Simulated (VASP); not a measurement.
Set up this calculation in VASP 6.6.1, as the native input.

- Task: density of states
- Functional: PBE
- Potentials or basis: VASP PAW PBE potentials, release 64 (Pt, Al)
- Cutoff: 400 eV
- k mesh: 7 × 7 × 7
- Occupations: methfessel-paxton, width 0.0213 eV
- Spin: no spin polarisation
- Dipole correction: no
- k mesh for the DOS: 11 × 11 × 11
- Occupations for the DOS: tetrahedron
- Further INCAR settings: ALGO = Normal; EDIFF = 1e-06

Al2Pt:

```xyz
3
Lattice="0.0000 2.9776 2.9776 2.9776 0.0000 2.9776 2.9776 2.9776 0.0000" Properties=species:S:1:pos:R:3 pbc="T T T"
Pt    0.0000    0.0000    0.0000
Al    1.4888    1.4888    1.4888
Al    4.4664    4.4664    4.4664
```

These files were run (other wordings do the same):

POSCAR

```
Al2Pt
1.0
    0.0000000000      2.9776180000      2.9776180000
    2.9776180000      0.0000000000      2.9776180000
    2.9776180000      2.9776180000      0.0000000000
Pt Al
1 2
Direct
    0.0000000000      0.0000000000      0.0000000000
    0.2500000000      0.2500000000      0.2500000000
    0.7500000000      0.7500000000      0.7500000000
```

INCAR.step1

```
PREC = Accurate
ENCUT = 400
EDIFF = 1E-6
ISMEAR = 1
SIGMA = 0.0213
LREAL = False
LASPH = True
NELM = 120
ALGO = Normal
ISIF = 2
LWAVE = False
LCHARG = True
LMAXMIX = 4
GGA = PE
NBANDS = 15
GGA_COMPAT = False
NEDOS = 2001
LORBIT = 11
```

KPOINTS.step1

```
regular mesh
0
Gamma
  7 7 7
```

INCAR.step2

```
PREC = Accurate
ENCUT = 400
EDIFF = 1E-6
ISMEAR = -5
SIGMA = 0.0213
LREAL = False
LASPH = True
NELM = 120
ALGO = Normal
ISIF = 2
LWAVE = False
LCHARG = False
LMAXMIX = 4
GGA = PE
LORBIT = 11
NEDOS = 2001
ICHARG = 11
GGA_COMPAT = False
```

KPOINTS.step2

```
regular mesh
0
Gamma
  11 11 11
```

Potentials or basis: VASP PAW PBE potentials, release 64 (Pt, Al).

Run with:

```bash
$ cat potpaw_PBE.64/Pt/POTCAR potpaw_PBE.64/Al/POTCAR > POTCAR
$ cp INCAR.step1 INCAR
$ cp KPOINTS.step1 KPOINTS
$ mpirun -np 1 vasp_std > vasp.out
$ cp INCAR.step2 INCAR
$ cp KPOINTS.step2 KPOINTS
$ mpirun -np 1 vasp_std > vasp.out
```

It gave:

```yaml
Valence_electrons_inside_the_program's_atomic_spheres: Pt 9.67; Al 0.75
```

Caveat: spin-orbit coupling is left out, which moves the levels of the heavy elements.

It took 18 s on 1 thread of Intel(R) Xeon(R) Platinum 8559C (Emerald Rapids), with other jobs on the host, peak memory 0.16 GiB.
